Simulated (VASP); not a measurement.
Runs of VASP 6.6.1 on Tl. The structure is that of space group Im-3m (No. 229), or close to it. The cells are those of the table. 

| level | cell | k mesh | gap on the mesh (eV) | pressure (GPa) |
| --- | --- | --- | --- | --- |
| r2SCAN | a = 3.448 Å, angles 109.5°, 1 atom | 14 × 14 × 14 | none | -1.5 |
| PBE | a = 3.365 Å, angles 109.5°, 1 atom | 8 × 8 × 8 | none | (a) |
| r2SCAN | a = 3.437 Å, angles 109.5°, 1 atom | 14 × 14 × 14 | none | (b) |
| PBE | a = 3.340 Å, angles 109.5°, 1 atom | 8 × 8 × 8 | none | 3.3 |
| r2SCAN | a = 3.391 Å, angles 109.5°, 1 atom | 14 × 14 × 14 | none | 0.0 |

Alike in all rows: task single point; potentials or basis VASP PAW PBE potentials, release 64 (Tl_d); no spin polarisation; cutoff (eV) 520; smearing gaussian 0.05 eV.

Problem. Estimate the missing entries.

Solution. (a) 2.4; (b) -1.2.

Caveats: spin-orbit coupling is left out, which moves the levels of the heavy elements; the PAW data sets were made with another functional, which shifts forces and pressure a little (some runs).

A k mesh can miss the band edges, and the runs leave out spin-orbit coupling on Tl.

A gap of «none» marks levels without a gap at the run's occupations.
